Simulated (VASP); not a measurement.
# BP (r.bp) (F-43m) in VASP: single point with PBE

Aim: the single point of BP (r.bp) with PBE.

Everything below comes from runs of VASP 6.6.1. Logs are shortened: lines on timing, memory, paths and dates and some standing lists are left out, and cuts for length are marked.

### Step 1. The cell of the first run

It takes space group F-43m (No. 216, cubic). Conventional cell: a = 4.531 Å, b = 4.531 Å, c = 4.531 Å, α = 90.00°, β = 90.00°, γ = 90.00°. B (site symmetry -43m) has 4 P at 1.96 Å within 2.6 Å. Within 2.6 Å of P (site symmetry -43m) lie 4 B at 1.96 Å.

### Step 2. Single point, PBE

INCAR reads:

```
PREC = Accurate ; ENCUT = 500
EDIFF = 1E-6 ; ISMEAR = 0
SIGMA = 0.02 ; LREAL = False
LASPH = True ; NELM = 120
ALGO = Normal ; ISIF = 2
LWAVE = False ; LCHARG = False
GGA = PE ; NBANDS = 11
GGA_COMPAT = False
```

KPOINTS reads:

```
regular mesh
0
Gamma
  10 10 10
```

POSCAR reads:

```
BP
1.0
    0.0000000000      2.2653028578      2.2653028578
    2.2653028578      0.0000000000      2.2653028578
    2.2653028578      2.2653028578      0.0000000000
B P
1 1
Direct
    0.0000000000      0.0000000000      0.0000000000
    0.2500000000      0.2500000000      0.2500000000
```

Potentials or basis: VASP PAW PBE potentials, release 64 (B, P).

The run is started by

```
> cat potpaw_PBE.64/B/POTCAR potpaw_PBE.64/P/POTCAR > POTCAR
> mpirun -np 1 vasp_std > vasp.out
```

OUTCAR:

```text
PREC = Accurate
   ENCUT = 500
   EDIFF = 1E-6
   ISMEAR = 0
   LREAL = False
   LASPH = True
   NELM = 120
   ISIF = 2
   GGA = PE

 ion  position               nearest neighbor table
   1  0.000  0.000  0.000-   2 1.96   2 1.96   2 1.96   2 1.96
   2  0.250  0.250  0.250-   1 1.96   1 1.96   1 1.96   1 1.96

  LATTYP: Found a face centered cubic cell.
 ALAT       =     4.5306057156

  Lattice vectors:

 A1 = (   0.0000000000,   2.2653028578,   2.2653028578)
 A2 = (   2.2653028578,   0.0000000000,   2.2653028578)
 A3 = (   2.2653028578,   2.2653028578,   0.0000000000)

Analysis of symmetry for initial positions (statically):
=====================================================================
 Subroutine PRICEL returns:
 Original cell was already a primitive cell.

 Routine SETGRP: Setting up the symmetry group for a
 face centered cubic supercell.

 Subroutine GETGRP returns: Found 24 space group operations
 (whereof 24 operations were pure point group operations)
 out of a pool of 48 trial point group operations.

The static configuration has the point symmetry T_d .

Analysis of symmetry for dynamics (positions and initial velocities):
=====================================================================
 Subroutine PRICEL returns:
 Original cell was already a primitive cell.

 Routine SETGRP: Setting up the symmetry group for a
 face centered cubic supercell.

 Subroutine GETGRP returns: Found 24 space group operations
 (whereof 24 operations were pure point group operations)
 out of a pool of 48 trial point group operations.

The dynamic configuration has the point symmetry T_d .

 Subroutine INISYM returns: Found 24 space group operations
 (whereof 24 operations are pure point group operations),
 and found     1 'primitive' translations

----------------------------------------------------------------------------------------

                                     Primitive cell

  volume of cell :      23.2492

  direct lattice vectors                    reciprocal lattice vectors
     0.000000000  2.265302858  2.265302858    -0.220721039  0.220721039  0.220721039
     2.265302858  0.000000000  2.265302858     0.220721039 -0.220721039  0.220721039
     2.265302858  2.265302858  0.000000000     0.220721039  0.220721039 -0.220721039

  length of vectors
     3.203622024  3.203622024  3.203622024     0.382300054  0.382300054  0.382300054

  position of ions in fractional coordinates (direct lattice)
     0.000000000  0.000000000  0.000000000
[... 81 lines left out ...]
   NSW    =      0    number of steps for IOM
   IBRION =     -1    ionic relax: 0-MD 1-quasi-New 2-CG
   NFREE  =      0    steps in history (QN), initial steepest desc. (CG)
   ISIF   =      2    stress and relaxation
   ISYM   =      2    0-nonsym 1-usesym 2-fastsym
   POTIM  = 0.5000    time-step for ionic-motion
   TEBEG  =    0.0;   TEEND  =   0.0 temperature during run
   PSTRESS=    0.0 pullay stress
   NELECT =       8.0000    total number of electrons
   NUPDOWN=      -1.0000    fix difference up-down
   EMIN   =  10.00;   EMAX   =-10.00  energy-range for DOS
   EFERMI =   0.00;   METHOD = LEGACY
   ISMEAR =     0;   SIGMA  =   0.02  broadening in eV -4-tet -1-fermi 0-gaus
   EFERMI_NEDOS =   21; number of points for ismear=-14 and -15
   IALGO  =     38    algorithm
   IMIX   =      4    mixing-type and parameters
     AMIX     =   0.40;   BMIX     =  1.00
     AMIX_MAG =   1.60;   BMIX_MAG =  1.00
  volume/ion in A,a.u.               =      11.62        78.45
  Fermi-wavevector in a.u.,A,eV,Ry     =   1.147190  2.167874 17.905867  1.316044
  Thomas-Fermi vector in A             =   2.283871
   LORBIT       =      0    0 simple, 1 ext, 2 COOP (PROOUT), +10 PAW based schemes
   GGA     = PE    functional components
   LHFCALC =     F    Hartree Fock is set to
   AEXX    =    0.0000 exact exchange contribution
   IVDW    =     0    specifies the selected vdW correction
   LEPSILON=     F    determine dielectric tensor
   LRPA    =     F    only Hartree local field effects (RPA)
 non-spin polarized calculation
 Gauss-broadening in eV      SIGMA  =   0.02
  energy-cutoff  :      500.00
  volume of cell :       23.25
 maximum number of plane-waves:       609
   NGX = 11   NGY = 11   NGZ = 11

 number of electron       8.0000000 magnetization

 Free energy of the ion-electron system (eV)
  ---------------------------------------------------
  ext. energy  EPLUGINS =         0.00000000
  ---------------------------------------------------
  free energy    TOTEN  =       -12.92917967 eV

  energy without entropy =      -12.92917967  energy(sigma->0) =      -12.92917967

 E-fermi :   7.6336     XC(G=0): -10.9283

 val. band max:        7.4909113789   @ k =   0.0000   0.0000   0.0000
 cond. band min:       8.7234881321   @ k =   0.4000   0.4000   0.0000
 fundamental gap:      1.2325767533
 Fermi energy:         7.6336334868

 k-point     1 :       0.0000    0.0000    0.0000
  band No.  band energies     occupation
      1      -8.0132      2.00000
      2       7.4909      2.00000
      3       7.4909      2.00000
      4       7.4909      2.00000
      5      10.8988      0.00000
      6      10.8988      0.00000
      7      10.8988      0.00000
      8      14.9399      0.00000
      9      19.0367      0.00000
     10      19.6335      0.00000
     11      19.6335      0.00000
[... 309 lines left out ...]
 k-point    24 :       0.4000    0.3000    0.0000
  band No.  band energies     occupation
      1      -5.0607      2.00000
      2       1.3203      2.00000
      3       3.4243      2.00000
      4       3.9604      2.00000
      5       9.2987      0.00000
      6      11.1128      0.00000
      7      17.0065      0.00000
      8      17.0096      0.00000
      9      21.5494      0.00000
     10      22.7808      0.00000
     11      24.6197      0.00000

 [... further k-points ...]
[... 5 lines left out ...]
  --------------------------------------------------------------------------------------
  -------------------------------------------------------------------------------------
  Total        0.2488195      0.2488195      0.2488195      0.0000000      0.0000000      0.0000000
  in kB       17.1469247     17.1469247     17.1469247      0.0000000      0.0000000      0.0000000
  external PRESSURE =      17.1469247 kB  Pullay stress =       0.0000000 kB

 VOLUME and BASIS-vectors are now :
 -----------------------------------------------------------------------------
  energy-cutoff  :      500.00
  volume of cell :       23.25
      direct lattice vectors                 reciprocal lattice vectors
     0.000000000  2.265302858  2.265302858    -0.220721039  0.220721039  0.220721039
     2.265302858  0.000000000  2.265302858     0.220721039 -0.220721039  0.220721039
     2.265302858  2.265302858  0.000000000     0.220721039  0.220721039 -0.220721039

 POSITION                                       TOTAL-FORCE (eV/Angst)
 -----------------------------------------------------------------------------------
      0.00000      0.00000      0.00000         0.000000      0.000000      0.000000
      1.13265      1.13265      1.13265        -0.000000     -0.000000     -0.000000
 -----------------------------------------------------------------------------------
    total drift:                                0.000000      0.000000      0.000000

  FREE ENERGIE OF THE ION-ELECTRON SYSTEM (eV)
  ---------------------------------------------------
  free  energy   TOTEN  =       -12.9291796672 eV

  energy  without entropy=      -12.9291796672  energy(sigma->0) =      -12.92917967
```

OSZICAR:

```text
N       E                     dE             d eps       ncg     rms          rms(c)
DAV:   1     0.932120094189E+01    0.93212E+01   -0.39110E+03  1034   0.638E+02
DAV:   2    -0.130699247412E+02   -0.22391E+02   -0.21690E+02  1347   0.109E+02
DAV:   3    -0.136449185061E+02   -0.57499E+00   -0.57388E+00  1305   0.157E+01
DAV:   4    -0.136471451867E+02   -0.22267E-02   -0.22265E-02  1205   0.114E+00
DAV:   5    -0.136471564525E+02   -0.11266E-04   -0.11266E-04  1289   0.810E-02    0.726E+00
DAV:   6    -0.130288382890E+02    0.61832E+00   -0.14042E+00  1175   0.513E+00    0.391E+00
DAV:   7    -0.129365238650E+02    0.92314E-01   -0.23792E-01  1283   0.242E+00    0.134E+00
DAV:   8    -0.129286498411E+02    0.78740E-02   -0.26807E-02  1236   0.935E-01    0.195E-01
DAV:   9    -0.129289716300E+02   -0.32179E-03   -0.71365E-04  1204   0.181E-01    0.125E-01
DAV:  10    -0.129291679574E+02   -0.19633E-03   -0.24701E-04  1166   0.987E-02    0.283E-02
DAV:  11    -0.129291787040E+02   -0.10747E-04   -0.11606E-05  1326   0.225E-02    0.339E-02
DAV:  12    -0.129291796672E+02   -0.96312E-06   -0.46403E-06  1157   0.105E-02
   1 F= -.12929180E+02 E0= -.12929180E+02  d E =-.259128E-26
```

It took 12 s on 1 thread of Intel Xeon 8259CL, shared host; peak memory 0.13 GiB.

What came out:

| Property | Result |
| --- | --- |
| Free energy | -12.9292 eV |
| Pressure | 1.7 GPa |
| Band gap on the k mesh | 1.23 eV, indirect (least direct gap 3.41 eV) |

Levels at points of the mesh, in eV from the valence-band top:
```tsv
k point	band 2	band 3	band 4	band 5	band 6	band 7
(0.00, 0.00, 0.00)	0.00	0.00	0.00	3.41	3.41	3.41
(0.50, 0.00, 0.00)	-9.07	-1.76	-1.76	3.81	4.72	4.72
(0.50, 0.50, 0.00)	-8.61	-4.13	-4.13	1.32	1.65	12.17
```

A k mesh can miss the band edges. Expect the measured gap to be larger: semilocal functionals such as PBE lack the derivative discontinuity.
